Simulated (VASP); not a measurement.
# Al2Cu (Pmm2) in VASP: further runs

Runs on Al2Cu. Level: PBEsol. Tasks: single point.

All numbers are computed with VASP 6.6.1; they aren't measurements. Logs are shortened: lines on timing, memory, paths and dates and some standing lists are left out, and cuts for length are marked.

## Step 1: The cell of the first run

The structure is orthorhombic, space group Pmm2 (No. 25). Conventional cell: a = 2.912 Å, b = 4.037 Å, c = 4.037 Å, α = 90.00°, β = 90.00°, γ = 90.00°. Within 3.2 Å of Al (site symmetry mm2) lie 4 Cu at 2.41 to 2.57 Å and 6 Al at 2.64 to 3.08 Å. Within 3.3 Å of Al (site symmetry mm2) lie 4 Cu at 2.52 Å and 6 Al at 2.64 to 3.08 Å. Within 3.2 Å of Cu (site symmetry mm2) lie 8 Al at 2.41 to 2.57 Å and 2 Cu at 2.91 Å.

## Step 2: Single point, PBEsol (mode 4 frozen in at -0.297 Å, strain +e along z and -e/2 along x and y +0.0233)

The input, INCAR:

```
SYSTEM = Al2Cu
  PREC = Accurate
  ENCUT = 520
  EDIFF = 1E-6
  ISMEAR = 0
  SIGMA = 0.15
  LREAL = .FALSE.
  LASPH = .TRUE.
  NELM = 80
  ALGO = Fast
  ISIF = 2
  LWAVE = .FALSE.
  LCHARG = .FALSE.
  GGA = PS
  NBANDS = 16
```

The input, KPOINTS:

```
regular mesh
0
G
  10 10 14
  0 0 0
```

The input, POSCAR:

```
Al2Cu
1.0
    4.0366268726      0.0000000000      0.0000000000
    0.0000000000      4.0366268726      0.0000000000
    0.0000000000      0.0000000000      2.9122037200
Al Cu
2 1
Direct
    0.5049764728      0.0000000000      0.5000000000
   -0.0726456654      0.5000000000      0.5000000000
    0.0287322400      0.0000000000      0.0000000000
```

Potentials or basis: VASP PAW PBE potentials, release 64 (Al, Cu).

On the command line:

```sh
> cat potpaw_PBE.64/Al/POTCAR potpaw_PBE.64/Cu/POTCAR > POTCAR
> mpirun -np 1 vasp_std > vasp.out
```

OUTCAR:

```text
SYSTEM = Al2Cu
   PREC = Accurate
   ENCUT = 520
   EDIFF = 1E-6
   ISMEAR = 0
   LREAL = .FALSE.
   LASPH = .TRUE.
   NELM = 80
   ISIF = 2
   GGA = PS

 ion  position               nearest neighbor table
   1  0.505  0.000  0.500-   3 2.41   3 2.41   3 2.57   3 2.57   2 2.64   2 2.64   2 3.08   2 3.08

   2  0.927  0.500  0.500-   3 2.52   3 2.52   3 2.52   3 2.52   1 2.64   1 2.64   1 3.08   1 3.08

   3  0.029  0.000  0.000-   1 2.41   1 2.41   2 2.52   2 2.52   2 2.52   2 2.52   1 2.57   1 2.57

  LATTYP: Found a simple tetragonal cell.
 ALAT       =     4.0366268726
 C/A-ratio  =     0.7214448627

  Lattice vectors:

 A1 = (   4.0366268726,   0.0000000000,   0.0000000000)
 A2 = (   0.0000000000,   4.0366268726,   0.0000000000)
 A3 = (   0.0000000000,   0.0000000000,   2.9122037200)

Analysis of symmetry for initial positions (statically):
=====================================================================
 Subroutine PRICEL returns:
 Original cell was already a primitive cell.

 Routine SETGRP: Setting up the symmetry group for a
 simple tetragonal supercell.

 Subroutine GETGRP returns: Found  4 space group operations
 (whereof  4 operations were pure point group operations)
 out of a pool of 16 trial point group operations.

The static configuration has the point symmetry C_2v.

Analysis of symmetry for dynamics (positions and initial velocities):
=====================================================================
 Subroutine PRICEL returns:
 Original cell was already a primitive cell.

 Routine SETGRP: Setting up the symmetry group for a
 simple tetragonal supercell.

 Subroutine GETGRP returns: Found  4 space group operations
 (whereof  4 operations were pure point group operations)
 out of a pool of 16 trial point group operations.

The dynamic configuration has the point symmetry C_2v.

 Subroutine INISYM returns: Found  4 space group operations
 (whereof  4 operations are pure point group operations),
 and found     1 'primitive' translations

----------------------------------------------------------------------------------------

                                     Primitive cell

  volume of cell :      47.4525

  direct lattice vectors                    reciprocal lattice vectors
     4.036626873  0.000000000  0.000000000     0.247731592  0.000000000  0.000000000
     0.000000000  4.036626873  0.000000000     0.000000000  0.247731592  0.000000000
     0.000000000  0.000000000  2.912203720     0.000000000  0.000000000  0.343382571

  length of vectors
     4.036626873  4.036626873  2.912203720     0.247731592  0.247731592  0.343382571

  position of ions in fractional coordinates (direct lattice)
     0.504976473  0.000000000  0.500000000
     0.927354335  0.500000000  0.500000000
     0.028732240  0.000000000  0.000000000

  ion indices of the primitive-cell ions
   primitive index   ion index
                 1           1
                 2           2
                 3           3

----------------------------------------------------------------------------------------

 KPOINTS: regular mesh

Automatic generation of k-mesh.
 Grid dimensions read from file:
 generate k-points for:   10   10   14

 Generating k-lattice:

  Cartesian coordinates                     Fractional coordinates (reciprocal lattice)
     0.024773159  0.000000000  0.000000000     0.100000000  0.000000000  0.000000000
     0.000000000  0.024773159  0.000000000     0.000000000  0.100000000  0.000000000
     0.000000000  0.000000000  0.024527326     0.000000000  0.000000000  0.071428571

  Length of vectors
     0.024773159  0.024773159  0.024527326

  Shift w.r.t. Gamma in fractional coordinates (k-lattice)
     0.000000000  0.000000000  0.000000000

 Subroutine IBZKPT returns following result:
 ===========================================

 Found    288 irreducible k-points:

 Following reciprocal coordinates:
            Coordinates               Weight
  0.000000  0.000000  0.000000      1.000000
  0.100000  0.000000  0.000000      2.000000
  0.000000  0.100000  0.000000      2.000000
  0.200000  0.000000  0.000000      2.000000
  0.000000  0.200000  0.000000      2.000000
  0.300000  0.000000  0.000000      2.000000
[... 16 lines left out ...]
 -0.200000  0.300000  0.000000      4.000000
  0.400000  0.200000  0.000000      4.000000
 [... further k-points ...]
   k-points           NKPTS =    288   k-points in BZ     NKDIM =    288   number of bands    NBANDS=     16
   number of dos      NEDOS =    301   number of ions     NIONS =      3
   total plane-waves  NPLWV =  21600
   dimension x,y,z NGX =    30 NGY =   30 NGZ =   24
   dimension x,y,z NGXF=    60 NGYF=   60 NGZF=   48
   ions per type =               2   1
   NGX,Y,Z   is equivalent  to a cutoff of  12.36, 12.36, 13.70 a.u.
   NGXF,Y,Z  is equivalent  to a cutoff of  24.71, 24.71, 27.40 a.u.
 SYSTEM =  Al2Cu
   PREC   = accura    normal or accurate (medium, high low for compatibility)
   ISTART =      0    job   : 0-new  1-cont  2-samecut
   ICHARG =      2    charge: 1-file 2-atom 10-const
   ISPIN  =      1    spin polarized calculation?
   LNONCOLLINEAR =      F non collinear calculations
   LSORBIT =      F    spin-orbit coupling
   LASPH  =      T    aspherical Exc in radial PAW
   ENCUT  =  520.0 eV  38.22 Ry    6.18 a.u.   7.51  7.51  5.41*2*pi/ulx,y,z
   NELM   =     80;   NELMIN=  2; NELMDL= -5     # of ELM steps
   EDIFF  = 0.1E-05   stopping-criterion for ELM
   LREAL  =      F    real-space projection
   EDIFFG = 0.1E-04   stopping-criterion for IOM
   NSW    =      0    number of steps for IOM
   IBRION =     -1    ionic relax: 0-MD 1-quasi-New 2-CG
   NFREE  =      0    steps in history (QN), initial steepest desc. (CG)
   ISIF   =      2    stress and relaxation
   ISYM   =      2    0-nonsym 1-usesym 2-fastsym
   POTIM  = 0.5000    time-step for ionic-motion
   TEBEG  =    0.0;   TEEND  =   0.0 temperature during run
   PSTRESS=    0.0 pullay stress
   NELECT =      17.0000    total number of electrons
   NUPDOWN=      -1.0000    fix difference up-down
   EMIN   =  10.00;   EMAX   =-10.00  energy-range for DOS
   EFERMI =   0.00;   METHOD = LEGACY
   ISMEAR =     0;   SIGMA  =   0.15  broadening in eV -4-tet -1-fermi 0-gaus
   EFERMI_NEDOS =   21; number of points for ismear=-14 and -15
   IALGO  =     68    algorithm
   IMIX   =      4    mixing-type and parameters
     AMIX     =   0.40;   BMIX     =  1.00
     AMIX_MAG =   1.60;   BMIX_MAG =  1.00
  volume/ion in A,a.u.               =      15.82       106.74
  Fermi-wavevector in a.u.,A,eV,Ry     =   1.162710  2.197204 18.393648  1.351895
  Thomas-Fermi vector in A             =   2.299268
   LORBIT       =      0    0 simple, 1 ext, 2 COOP (PROOUT), +10 PAW based schemes
   GGA     = PS    functional components
   LHFCALC =     F    Hartree Fock is set to
   AEXX    =    0.0000 exact exchange contribution
   IVDW    =     0    specifies the selected vdW correction
   LEPSILON=     F    determine dielectric tensor
   LRPA    =     F    only Hartree local field effects (RPA)
 non-spin polarized calculation
 RMM-DIIS sequential band-by-band and
 Gauss-broadening in eV      SIGMA  =   0.15
  energy-cutoff  :      520.00
  volume of cell :       47.45
 maximum number of plane-waves:      1303
   NGX = 15   NGY = 15   NGZ = 11

 number of electron      16.9999999 magnetization

 Free energy of the ion-electron system (eV)
  ---------------------------------------------------
  ext. energy  EPLUGINS =         0.00000000
  ---------------------------------------------------
  free energy    TOTEN  =       -12.40097708 eV

  energy without entropy =      -12.39072350  energy(sigma->0) =      -12.39585029

 E-fermi :   7.2186     XC(G=0): -10.5969

 val. band max:        7.2175335311   @ k =  -0.2000   0.4000   0.2857
 cond. band min:       7.2210487020   @ k =   0.2000   0.0000   0.2857
 fundamental gap:      0.0035151709
 Fermi energy:         7.2185908385

 k-point     1 :       0.0000    0.0000    0.0000
  band No.  band energies     occupation
      1      -3.3729      2.00000
      2       1.9702      2.00000
      3       2.3728      2.00000
      4       3.0318      2.00000
      5       3.1795      2.00000
      6       3.2541      2.00000
[... 8 lines left out ...]
     15      14.8217      0.00000
     16      19.7164      0.00000

 k-point     2 :       0.1000    0.0000    0.0000
  band No.  band energies     occupation
      1      -3.2854      2.00000
      2       1.9179      2.00000
      3       2.3600      2.00000
      4       3.0038      2.00000
      5       3.1756      2.00000
      6       3.2547      2.00000
[... 8 lines left out ...]
     15      16.0072      0.00000
     16      19.3184      0.00000

 k-point     3 :       0.0000    0.1000    0.0000
  band No.  band energies     occupation
      1      -3.2861      2.00000
      2       1.9195      2.00000
      3       2.3450      2.00000
      4       3.0083      2.00000
      5       3.1799      2.00000
      6       3.2500      2.00000
[... 8 lines left out ...]
     15      16.0824      0.00000
     16      19.2936      0.00000

 k-point     4 :       0.2000    0.0000    0.0000
  band No.  band energies     occupation
      1      -3.0265      2.00000
      2       1.6290      2.00000
      3       2.3417      2.00000
      4       2.9378      2.00000
      5       3.1653      2.00000
      6       3.2563      2.00000
[... 8 lines left out ...]
     15      17.7805      0.00000
     16      18.4266      0.00000
[... 324 lines left out ...]
 k-point    22 :       0.3000    0.2000    0.0000
  band No.  band energies     occupation
      1      -2.2655      2.00000
      2       1.1505      2.00000
      3       2.0852      2.00000
      4       2.7393      2.00000
      5       3.1548      2.00000
      6       3.2440      2.00000
[... 8 lines left out ...]
     15      17.6474      0.00000
     16      18.6949      0.00000

 k-point    23 :      -0.2000    0.3000    0.0000
  band No.  band energies     occupation
      1      -2.2682      2.00000
      2       1.1122      2.00000
      3       2.0871      2.00000
      4       2.7818      2.00000
      5       3.1687      2.00000
      6       3.2289      2.00000
[... 8 lines left out ...]
     15      17.5864      0.00000
     16      18.5635      0.00000

 k-point    24 :       0.4000    0.2000    0.0000
  band No.  band energies     occupation
      1      -1.7429      2.00000
      2       0.3694      2.00000
      3       2.1954      2.00000
      4       2.6780      2.00000
      5       3.0457      2.00000
      6       3.1450      2.00000
[... 8 lines left out ...]
     15      16.8327      0.00000
     16      19.0286      0.00000

 [... further k-points ...]
[... 5 lines left out ...]
  --------------------------------------------------------------------------------------
  -------------------------------------------------------------------------------------
  Total        1.2178708      0.8530584     -0.7536727      0.0000000      0.0000000      0.0000000
  in kB       41.1199750     28.8025122    -25.4468730      0.0000000      0.0000000      0.0000000
  external PRESSURE =      14.8252047 kB  Pullay stress =       0.0000000 kB

 VOLUME and BASIS-vectors are now :
 -----------------------------------------------------------------------------
  energy-cutoff  :      520.00
  volume of cell :       47.45
      direct lattice vectors                 reciprocal lattice vectors
     4.036626873  0.000000000  0.000000000     0.247731592  0.000000000  0.000000000
     0.000000000  4.036626873  0.000000000     0.000000000  0.247731592  0.000000000
     0.000000000  0.000000000  2.912203720     0.000000000  0.000000000  0.343382571

 POSITION                                       TOTAL-FORCE (eV/Angst)
 -----------------------------------------------------------------------------------
      2.03840      0.00000      1.45610        -0.196687      0.000000      0.000000
      3.74338      2.01831      1.45610         0.866962      0.000000      0.000000
      0.11598      0.00000      0.00000        -0.670275      0.000000      0.000000
 -----------------------------------------------------------------------------------
    total drift:                               -0.000175     -0.000000     -0.000016

  FREE ENERGIE OF THE ION-ELECTRON SYSTEM (eV)
  ---------------------------------------------------
  free  energy   TOTEN  =       -12.4009770836 eV

  energy  without entropy=      -12.3907235036  energy(sigma->0) =      -12.39585029
```

It took 97 s on 1 thread of Intel Xeon 6975P-C (Granite Rapids), shared host; peak memory 0.31 GiB.

Results:

```
Free energy   : -12.4010 eV
Pressure      : 1.5 GPa
Largest force : 0.867 eV/Å
```

Forces on the atoms (eV/Å):
```
Al  -0.197  0.000  0.000
Al   0.867  0.000  0.000
Cu  -0.670  0.000  0.000
```

Caveat: the cell differs from its parent crystal (mode 4 frozen in at -0.297 Å, strain +e along z and -e/2 along x and y +0.0233); the PAW data sets were made with another functional, which shifts forces and pressure a little.

[end of part 1 of 2]
